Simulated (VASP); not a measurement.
# Al2Cu (P4/mmm) in VASP: settings compared

Al2Cu is run at these levels: PBEsol+U, PBEsol; tasks: single point.

Everything below comes from runs of VASP 6.6.1. Logs are shortened: lines on timing, memory, paths and dates and some standing lists are left out, and cuts for length are marked.

**1. The cell of the first run**

The structure is tetragonal, space group P4/mmm (No. 123). The conventional cell has a = 4.207 Å, b = 4.207 Å, c = 2.846 Å, α = 90.00°, β = 90.00°, γ = 90.00°. Within 3.4 Å of Al (site symmetry mmm) lie 4 Cu at 2.54 Å and 6 Al at 2.85 to 2.97 Å. Within 3.4 Å of Cu (site symmetry 4/mmm) lie 8 Al at 2.54 Å and 2 Cu at 2.85 Å.

**2. Single point, PBEsol+U**

INCAR

```
ALGO     = Normal         # electronic algorithm
EDIFF    = 1E-6           # SCF threshold, eV
ENCUT    = 600            # plane-wave cutoff, eV
GGA      = PS             # functional
GGA_COMPAT= False        
ISIF     = 2              # what is computed and relaxed
ISMEAR   = 0              # smearing method
LASPH    = True           # aspherical terms in the spheres
LCHARG   = False          # write CHGCAR
LDAU     = True           # DFT+U
LDAUJ    = 0 0          
LDAUL    = -1 2           # shell
LDAUPRINT= 1            
LDAUTYPE = 2            
LDAUU    = 0 1            # U, eV
LMAXMIX  = 4              # l up to which the mixer works
LREAL    = False          # projectors in reciprocal space
LWAVE    = False          # write WAVECAR
NBANDS   = 16             # bands
NELM     = 200            # most SCF steps
PREC     = Accurate       # precision mode
SIGMA    = 0.15           # smearing width, eV
```

KPOINTS

```
k-points
0
Gamma
  12 12 16
```

POSCAR

```
Al2Cu
1.0
    4.2066973624      0.0000000000      0.0000000000
    0.0000000000      4.2066973624      0.0000000000
    0.0000000000      0.0000000000      2.8463947513
Al Cu
2 1
Direct
    0.5000000000      0.0000000000      0.5000000000
    0.0000000000      0.5000000000      0.5000000000
    0.0000000000      0.0000000000      0.0000000000
```

Potentials or basis: VASP PAW PBE potentials, release 64 (Al, Cu).

Launch:

```sh
$ cat potpaw_PBE.64/Al/POTCAR potpaw_PBE.64/Cu/POTCAR > POTCAR
$ mpirun -np 1 vasp_std > vasp.out
```

OUTCAR:

```text
EDIFF = 1E-6
   ENCUT = 600
   GGA = PS
   ISIF = 2
   ISMEAR = 0
   LASPH = True
   LREAL = False
   NELM = 200
   PREC = Accurate

 ion  position               nearest neighbor table
   1  0.500  0.000  0.500-   3 2.54   3 2.54   3 2.54   3 2.54   2 2.97   2 2.97   2 2.97   2 2.97

   2  0.000  0.500  0.500-   3 2.54   3 2.54   3 2.54   3 2.54   1 2.97   1 2.97   1 2.97   1 2.97

   3  0.000  0.000  0.000-   1 2.54   2 2.54   1 2.54   2 2.54   2 2.54   2 2.54   1 2.54   1 2.54

  LATTYP: Found a simple tetragonal cell.
 ALAT       =     4.2066973624
 C/A-ratio  =     0.6766340685

  Lattice vectors:

 A1 = (   4.2066973624,   0.0000000000,   0.0000000000)
 A2 = (   0.0000000000,   4.2066973624,   0.0000000000)
 A3 = (   0.0000000000,   0.0000000000,   2.8463947513)

Analysis of symmetry for initial positions (statically):
=====================================================================
 Subroutine PRICEL returns:
 Original cell was already a primitive cell.

 Routine SETGRP: Setting up the symmetry group for a
 simple tetragonal supercell.

 Subroutine GETGRP returns: Found 16 space group operations
 (whereof 16 operations were pure point group operations)
 out of a pool of 16 trial point group operations.

The static configuration has the point symmetry D_4h.

Analysis of symmetry for dynamics (positions and initial velocities):
=====================================================================
 Subroutine PRICEL returns:
 Original cell was already a primitive cell.

 Routine SETGRP: Setting up the symmetry group for a
 simple tetragonal supercell.

 Subroutine GETGRP returns: Found 16 space group operations
 (whereof 16 operations were pure point group operations)
 out of a pool of 16 trial point group operations.

The dynamic configuration has the point symmetry D_4h.

 Subroutine INISYM returns: Found 16 space group operations
 (whereof 16 operations are pure point group operations),
 and found     1 'primitive' translations

[... 136 lines left out ...]
 NGX is ok and might be reduce to    36
   NGX = 17   NGY = 17   NGZ = 11

atom =   3  type =  2  l = 2

 onsite density matrix

spin component  1

  0.9298  0.0000  0.0000 -0.0000  0.0000
  0.0000  0.9136  0.0000  0.0000  0.0000
  0.0000  0.0000  0.9301  0.0000  0.0000
 -0.0000  0.0000  0.0000  0.9136 -0.0000
  0.0000  0.0000  0.0000 -0.0000  0.9021

spin component  2

  0.9298  0.0000  0.0000 -0.0000  0.0000
  0.0000  0.9136  0.0000  0.0000  0.0000
  0.0000  0.0000  0.9301  0.0000  0.0000
 -0.0000  0.0000  0.0000  0.9136 -0.0000
  0.0000  0.0000  0.0000 -0.0000  0.9021

 occupancies and eigenvectors

  o =  0.9021  v =  0.0000  0.0000 -0.0000 -0.0000 -1.0000  0.0000  0.0000  0.0000  0.0000  0.0000      0.0000  0.0000  0.0000  0.0000  0.0000  0.0000  0.0000  0.0000  0.0000  0.0000
  o =  0.9021  v =  0.0000  0.0000  0.0000  0.0000  0.0000  0.0000  0.0000 -0.0000 -0.0000 -1.0000      0.0000  0.0000  0.0000  0.0000  0.0000  0.0000  0.0000  0.0000  0.0000  0.0000
  o =  0.9136  v =  0.0000  0.0000  0.0000  0.0000  0.0000  0.0000 -0.4717 -0.0000 -0.8817 -0.0000      0.0000  0.0000  0.0000  0.0000  0.0000  0.0000  0.0000  0.0000  0.0000  0.0000
  o =  0.9136  v =  0.0000 -0.4717 -0.0000 -0.8817 -0.0000  0.0000  0.0000  0.0000  0.0000  0.0000      0.0000  0.0000  0.0000  0.0000  0.0000  0.0000  0.0000  0.0000  0.0000  0.0000
  o =  0.9136  v =  0.0000  0.8817  0.0000 -0.4717  0.0000  0.0000  0.0000  0.0000  0.0000  0.0000      0.0000  0.0000  0.0000  0.0000  0.0000  0.0000  0.0000  0.0000  0.0000  0.0000
  o =  0.9136  v =  0.0000  0.0000  0.0000  0.0000  0.0000  0.0000  0.8817  0.0000 -0.4717  0.0000      0.0000  0.0000  0.0000  0.0000  0.0000  0.0000  0.0000  0.0000  0.0000  0.0000
  o =  0.9298  v =  0.0000  0.0000  0.0000  0.0000  0.0000  1.0000  0.0000  0.0000  0.0000  0.0000      0.0000  0.0000  0.0000  0.0000  0.0000  0.0000  0.0000  0.0000  0.0000  0.0000
  o =  0.9298  v =  1.0000  0.0000  0.0000  0.0000  0.0000  0.0000  0.0000  0.0000  0.0000  0.0000      0.0000  0.0000  0.0000  0.0000  0.0000  0.0000  0.0000  0.0000  0.0000  0.0000
  o =  0.9301  v =  0.0000 -0.0000  1.0000 -0.0000 -0.0000  0.0000  0.0000  0.0000  0.0000  0.0000      0.0000  0.0000  0.0000  0.0000  0.0000  0.0000  0.0000  0.0000  0.0000  0.0000
  o =  0.9301  v =  0.0000  0.0000  0.0000  0.0000  0.0000  0.0000 -0.0000  1.0000 -0.0000 -0.0000      0.0000  0.0000  0.0000  0.0000  0.0000  0.0000  0.0000  0.0000  0.0000  0.0000

 number of electron      17.0000000 magnetization

 Free energy of the ion-electron system (eV)
  ---------------------------------------------------
  ext. energy  EPLUGINS =         0.00000000
  ---------------------------------------------------
  free energy    TOTEN  =       -12.14321777 eV

  energy without entropy =      -12.13292095  energy(sigma->0) =      -12.13806936

 E-fermi :   6.6997     XC(G=0): -10.3429

 val. band max:        6.6923152283   @ k =   0.4167   0.4167   0.5000
 cond. band min:       6.7258889308   @ k =   0.3333   0.2500   0.2500
 fundamental gap:      0.0335737025
 Fermi energy:         6.6996629313

 k-point     1 :       0.0000    0.0000    0.0000
  band No.  band energies     occupation
      1      -3.5828      2.00000
      2       1.2182      2.00000
      3       1.7623      2.00000
      4       2.3832      2.00000
      5       2.6550      2.00000
      6       2.6550      2.00000
[... 433 lines left out ...]
      3       1.0709      2.00000
      4       1.8236      2.00000
      5       2.3385      2.00000
      6       2.6378      2.00000
[... 8 lines left out ...]
     15      17.2174      0.00000
     16      17.6887      0.00000

 [... further k-points ...]
[... 5 lines left out ...]
  --------------------------------------------------------------------------------------
  -------------------------------------------------------------------------------------
  Total       -1.6634228     -1.6634228     -1.1112928      0.0000000     -0.0000000      0.0000000
  in kB      -52.9097327    -52.9097327    -35.3477194      0.0000000     -0.0000000      0.0000000
  external PRESSURE =     -47.0557282 kB  Pullay stress =       0.0000000 kB

 VOLUME and BASIS-vectors are now :
 -----------------------------------------------------------------------------
  energy-cutoff  :      600.00
  volume of cell :       50.37
      direct lattice vectors                 reciprocal lattice vectors
     4.206697362  0.000000000  0.000000000     0.237716173  0.000000000  0.000000000
     0.000000000  4.206697362  0.000000000     0.000000000  0.237716173  0.000000000
     0.000000000  0.000000000  2.846394751     0.000000000  0.000000000  0.351321615

 POSITION                                       TOTAL-FORCE (eV/Angst)
 -----------------------------------------------------------------------------------
      2.10335      0.00000      1.42320         0.000000      0.000000      0.000000
      0.00000      2.10335      1.42320         0.000000      0.000000      0.000000
      0.00000      0.00000      0.00000         0.000000      0.000000      0.000000
 -----------------------------------------------------------------------------------
    total drift:                                0.000000     -0.000000     -0.000000

  FREE ENERGIE OF THE ION-ELECTRON SYSTEM (eV)
  ---------------------------------------------------
  free  energy   TOTEN  =       -12.1432177733 eV

  energy  without entropy=      -12.1329209498  energy(sigma->0) =      -12.13806936
```

OSZICAR:

```text
N       E                     dE             d eps       ncg     rms          rms(c)
DAV:   1     0.657733216978E+02    0.65773E+02   -0.75242E+03  8088   0.124E+03
DAV:   2    -0.109646173641E+02   -0.76738E+02   -0.68580E+02  8528   0.214E+02
DAV:   3    -0.139787505589E+02   -0.30141E+01   -0.29281E+01 11112   0.473E+01
DAV:   4    -0.140445557325E+02   -0.65805E-01   -0.65776E-01  9544   0.577E+00
DAV:   5    -0.140479660530E+02   -0.34103E-02   -0.34102E-02 12912   0.153E+00    0.127E+01
DAV:   6    -0.152904533010E+02   -0.12425E+01   -0.29313E+01  9296   0.188E+02    0.102E+01
DAV:   7    -0.122468724400E+02    0.30436E+01   -0.79128E+00 10152   0.775E+01    0.175E+00
DAV:   8    -0.122197874319E+02    0.27085E-01   -0.11300E+00 11928   0.308E+01    0.227E+00
DAV:   9    -0.121424589827E+02    0.77328E-01   -0.27058E-01 10336   0.173E+01    0.189E-01
DAV:  10    -0.121447486567E+02   -0.22897E-02   -0.17020E-02 12664   0.346E+00    0.276E-01
DAV:  11    -0.121434098686E+02    0.13388E-02   -0.75212E-03 10928   0.305E+00    0.101E-01
DAV:  12    -0.121432252416E+02    0.18463E-03   -0.64451E-04 12392   0.739E-01    0.221E-02
DAV:  13    -0.121432183680E+02    0.68736E-05   -0.35155E-05 13248   0.125E-01    0.728E-03
DAV:  14    -0.121432177733E+02    0.59472E-06   -0.36756E-06  8816   0.553E-02
   1 F= -.12143218E+02 E0= -.12138069E+02  d E =-.102968E-01
```

stdout:

```text
POSCAR found type information on POSCAR AlCu
 POSCAR found :  2 types and       3 ions
 scaLAPACK will be used
 -----------------------------------------------------------------------------
|                                                                             |
|                                                                             |
|     You enforced a specific xc type in the INCAR file but a different       |
|     I HOPE YOU KNOW WHAT YOU ARE DOING!                                     |
|                                                                             |
 -----------------------------------------------------------------------------

 LDA part: xc-table for (Slater+PW92), standard interpolation
 POSCAR, INCAR and KPOINTS ok, starting setup
 FFT: planning ... GRIDC
 FFT: planning ... GRID_SOFT
 FFT: planning ... GRID
 WAVECAR not read
 entering main loop
```

Wall time 2.4 min (1 thread of Intel Xeon 6975P-C, shared host); peak memory 0.37 GiB.

Results:

- Free energy: -12.1432 eV
- Pressure: -4.7 GPa

Eigenvalues of the final occupation matrices:
| site | spin | trace | eigenvalues |
| --- | --- | --- | --- |
| site 3 d | 1 | 4.59 | 0.90 0.91 0.91 0.93 0.93 |
| site 3 d | 2 | 4.59 | 0.90 0.91 0.91 0.93 0.93 |

Caveat: the PAW data sets were made with another functional, which shifts forces and pressure a little; U without spin polarisation on a metal has little footing; the U is typed as a test and isn't derived for this compound.

**3. Single point, PBEsol (strain +0.015 along x and y, +0.015 along z)**

INCAR

```
SYSTEM = Al2Cu
  PREC = Accurate
  ENCUT = 520
  EDIFF = 1E-6
  ISMEAR = 0
  SIGMA = 0.15
  LREAL = .False.
  LASPH = .True.
  NELM = 60
  ALGO = Fast
  ISIF = 2
  LWAVE = .False.
  LCHARG = .False.
  GGA = PS
  NBANDS = 16
```

KPOINTS

```
Automatic mesh
0
Gamma
  12 12 16
  0 0 0
```

POSCAR

```
Al2Cu
1.0
    4.1454347794      0.0000000000      0.0000000000
    0.0000000000      4.1454347794      0.0000000000
    0.0000000000      0.0000000000      2.8890906726
Al Cu
2 1
Direct
    0.5000000000      0.0000000000      0.5000000000
    0.0000000000      0.5000000000      0.5000000000
    0.0000000000      0.0000000000      0.0000000000
```

Potentials or basis: VASP PAW PBE potentials, release 64 (Al, Cu).

Launch:

```sh
$ cat potpaw_PBE.64/Al/POTCAR potpaw_PBE.64/Cu/POTCAR > POTCAR
$ mpirun -np 1 vasp_std > vasp.out
```

OUTCAR:

```text
SYSTEM = Al2Cu
   PREC = Accurate
   ENCUT = 520
   EDIFF = 1E-6
   ISMEAR = 0
   LREAL = .False.
   LASPH = .True.
   NELM = 60
   ISIF = 2
   GGA = PS

 ion  position               nearest neighbor table
   1  0.500  0.000  0.500-   3 2.53   3 2.53   3 2.53   3 2.53   2 2.93   2 2.93   2 2.93   2 2.93

   2  0.000  0.500  0.500-   3 2.53   3 2.53   3 2.53   3 2.53   1 2.93   1 2.93   1 2.93   1 2.93

   3  0.000  0.000  0.000-   1 2.53   2 2.53   1 2.53   2 2.53   2 2.53   2 2.53   1 2.53   1 2.53

  LATTYP: Found a simple tetragonal cell.
 ALAT       =     4.1454347794
 C/A-ratio  =     0.6969330906

  Lattice vectors:

 A1 = (   4.1454347794,   0.0000000000,   0.0000000000)
 A2 = (   0.0000000000,   4.1454347794,   0.0000000000)
 A3 = (   0.0000000000,   0.0000000000,   2.8890906726)

Analysis of symmetry for initial positions (statically):
=====================================================================
 Subroutine PRICEL returns:
 Original cell was already a primitive cell.

 Routine SETGRP: Setting up the symmetry group for a
 simple tetragonal supercell.

 Subroutine GETGRP returns: Found 16 space group operations
 (whereof 16 operations were pure point group operations)
 out of a pool of 16 trial point group operations.

The static configuration has the point symmetry D_4h.

Analysis of symmetry for dynamics (positions and initial velocities):
=====================================================================
 Subroutine PRICEL returns:
 Original cell was already a primitive cell.

 Routine SETGRP: Setting up the symmetry group for a
 simple tetragonal supercell.

 Subroutine GETGRP returns: Found 16 space group operations
 (whereof 16 operations were pure point group operations)
 out of a pool of 16 trial point group operations.

[... 114 lines left out ...]
   NUPDOWN=      -1.0000    fix difference up-down
   EMIN   =  10.00;   EMAX   =-10.00  energy-range for DOS
   EFERMI =   0.00;   METHOD = LEGACY
   ISMEAR =     0;   SIGMA  =   0.15  broadening in eV -4-tet -1-fermi 0-gaus
   EFERMI_NEDOS =   21; number of points for ismear=-14 and -15
   IALGO  =     68    algorithm
   IMIX   =      4    mixing-type and parameters
     AMIX     =   0.40;   BMIX     =  1.00
     AMIX_MAG =   1.60;   BMIX_MAG =  1.00
  volume/ion in A,a.u.               =      16.55       111.68
  Fermi-wavevector in a.u.,A,eV,Ry     =   1.145313  2.164327 17.847318  1.311741
  Thomas-Fermi vector in A             =   2.282001
   LORBIT       =      0    0 simple, 1 ext, 2 COOP (PROOUT), +10 PAW based schemes
   GGA     = PS    functional components
   LHFCALC =     F    Hartree Fock is set to
   AEXX    =    0.0000 exact exchange contribution
   IVDW    =     0    specifies the selected vdW correction
   LEPSILON=     F    determine dielectric tensor
   LRPA    =     F    only Hartree local field effects (RPA)
 non-spin polarized calculation
 RMM-DIIS sequential band-by-band and
 Gauss-broadening in eV      SIGMA  =   0.15
  energy-cutoff  :      520.00
  volume of cell :       49.65
 maximum number of plane-waves:      1356
 NGX is ok and might be reduce to    32
   NGX = 15   NGY = 15   NGZ = 11

 number of electron      16.9999990 magnetization

 Free energy of the ion-electron system (eV)
  ---------------------------------------------------
  ext. energy  EPLUGINS =         0.00000000
  ---------------------------------------------------
  free energy    TOTEN  =       -12.54847607 eV

  energy without entropy =      -12.53874615  energy(sigma->0) =      -12.54361111

 E-fermi :   6.8367     XC(G=0): -10.4091

 val. band max:        6.8329758301   @ k =   0.4167   0.4167   0.5000
 cond. band min:       6.8577709631   @ k =   0.3333   0.0000   0.2500
 fundamental gap:      0.0247951330
 Fermi energy:         6.8367033129

 k-point     1 :       0.0000    0.0000    0.0000
  band No.  band energies     occupation
      1      -3.5320      2.00000
      2       1.5192      2.00000
      3       2.0611      2.00000
      4       2.6993      2.00000
      5       2.9021      2.00000
      6       2.9021      2.00000
[... 433 lines left out ...]
      3       1.2877      2.00000
      4       2.0937      2.00000
      5       2.6465      2.00000
      6       2.8790      2.00000
[... 8 lines left out ...]
     15      16.9573      0.00000
     16      17.9430      0.00000

 [... further k-points ...]
[... 5 lines left out ...]
  --------------------------------------------------------------------------------------
  -------------------------------------------------------------------------------------
  Total       -1.1701285     -1.1701285     -1.4191190      0.0000000      0.0000000      0.0000000
  in kB      -37.7609395    -37.7609395    -45.7960528      0.0000000      0.0000000      0.0000000
  external PRESSURE =     -40.4393106 kB  Pullay stress =       0.0000000 kB

 VOLUME and BASIS-vectors are now :
 -----------------------------------------------------------------------------
  energy-cutoff  :      520.00
  volume of cell :       49.65
      direct lattice vectors                 reciprocal lattice vectors
     4.145434779  0.000000000  0.000000000     0.241229220  0.000000000  0.000000000
     0.000000000  4.145434779  0.000000000     0.000000000  0.241229220  0.000000000
     0.000000000  0.000000000  2.889090673     0.000000000  0.000000000  0.346129670

 POSITION                                       TOTAL-FORCE (eV/Angst)
 -----------------------------------------------------------------------------------
      2.07272      0.00000      1.44455         0.000000      0.000000      0.000000
      0.00000      2.07272      1.44455         0.000000      0.000000      0.000000
      0.00000      0.00000      0.00000         0.000000      0.000000      0.000000
 -----------------------------------------------------------------------------------
    total drift:                               -0.000000      0.000000      0.000000

  FREE ENERGIE OF THE ION-ELECTRON SYSTEM (eV)
  ---------------------------------------------------
  free  energy   TOTEN  =       -12.5484760727 eV

  energy  without entropy=      -12.5387461456  energy(sigma->0) =      -12.54361111
```

It took 83 s on 1 thread of Intel Xeon 6975P-C (Granite Rapids), shared host; peak memory 0.31 GiB.

What came out:

```yaml
Free_energy: -12.5485 eV
Pressure: -4.0 GPa
```

Stress tensor (GPa, compression positive):
```
-3.78  0.00  0.00
 0.00 -3.78  0.00
 0.00  0.00 -4.58
```

Levels at points of the mesh, in eV from the Fermi level:
```
           k point  band 7  band 8  band 9  band 10  band 11  band 12
(0.00, 0.00, 0.00)   -2.34   -2.34   -0.19     0.88     5.99     5.99
(0.50, 0.00, 0.00)   -3.93   -1.06    1.54     1.70     1.79     7.49
(0.50, 0.50, 0.00)   -3.96   -3.96   -2.35     8.50     8.50     9.41
(0.00, 0.00, 0.50)   -2.90    2.43    2.55     2.55     2.77     2.77
(0.50, 0.00, 0.50)   -2.95   -2.38   -1.62     3.68     3.97     4.34
(0.50, 0.50, 0.50)   -2.19   -2.19   -0.80    -0.76    -0.07    -0.07
```

Caveat: the cell differs from its parent crystal (strain +0.015 along x and y, +0.015 along z); the PAW data sets were made with another functional, which shifts forces and pressure a little.
